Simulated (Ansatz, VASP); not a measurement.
One calculation of Sb, two programs

POSCAR

```
Sb
1.0
    3.2219765189      0.0000000000      0.0000000000
    0.0000000000      3.2219765189      0.0000000000
    0.0000000000      0.0000000000      3.2219765189
Sb
1
Direct
    0.0000000000      0.0000000000      0.0000000000
```

INCAR.step1

```
SYSTEM = Sb
ALGO = Normal
EDIFF = 1E-5
ENCUT = 520
GGA = PE
ISIF = 2
ISMEAR = -1
LASPH = .True.
LCHARG = .False.
LREAL = .False.
LWAVE = .True.
NBANDS = 8
NELM = 80
PREC = Accurate
SIGMA = 0.05
```

File INCAR.step2:

```
SYSTEM = Sb
AEXX = 0.25
ALGO = Normal
EDIFF = 1E-6
ENCUT = 520
ISIF = 2
ISMEAR = -1
ISTART = 1
LASPH = .True.
LCHARG = .False.
LHFCALC = .True.
LMIXTAU = .True.
LREAL = .False.
LWAVE = .False.
METAGGA = R2SCAN
NBANDS = 8
NELM = 80
PREC = Accurate
PRECFOCK = Normal
SIGMA = 0.05
```

File KPOINTS:

```
k-points
0
Gamma
  4 4 4
  0 0 0
```

Contents of input.yaml:

```yaml
crystal:
  lattice:
    - [3.2219765189, 0.0, 0.0]
    - [0.0, 3.2219765189, 0.0]
    - [0.0, 0.0, 3.2219765189]
  atoms:
    - { symbol: Sb, position: [0.0, 0.0, 0.0] }
hamiltonian:
  xc: r2scan0
  pseudopotentials: { kind: paw }
kpoints:
  mp_grid: { grid: [4, 4, 4] }
scf:
  occupations: { method: fermi_dirac, width: 0.05 }
output:
  forces: true
  stress: true
  eigenvalues: true
  write_density: true
  write_potential: true
  elf: true
  volumetric_format: npy
```

Alike in both runs: task single point; functional r2SCAN0; k mesh 4 × 4 × 4; occupations fermi-dirac, width 0.05 eV; no spin polarisation.

|  | VASP | Ansatz |
| --- | --- | --- |
| version | VASP 6.6.1 | Ansatz 0.2.0 |
| potentials or method | VASP PAW PBE potentials, release 64 (Sb) | Ansatz PAW |
| plane-wave cutoff (eV) | 520 | 500 |
| valence electrons in the cell | 5 | 15 |

Ansatz gave:

| Quantity | Value |
| --- | --- |
| gap on the k mesh at the Fermi level (eV) | none |
| pressure (GPa) | -8.0 |

Question: What did VASP give for the same quantities?

Answer: gap on the k mesh at the Fermi level (eV): none; pressure (GPa): -8.9.

VASP's potentials were made for PBE, not for r2SCAN0. A gap of «none» marks a metal or a gap that the smearing closes. The functional is the same, so the differences come from potentials, cutoffs and numerics. VASP's potentials hold 5 valence electrons a cell and Ansatz's 15, so a difference there can come from the potentials and not from the codes.

The k mesh is coarse, so the values compare programs but aren't converged. Neither program's run includes spin-orbit coupling.
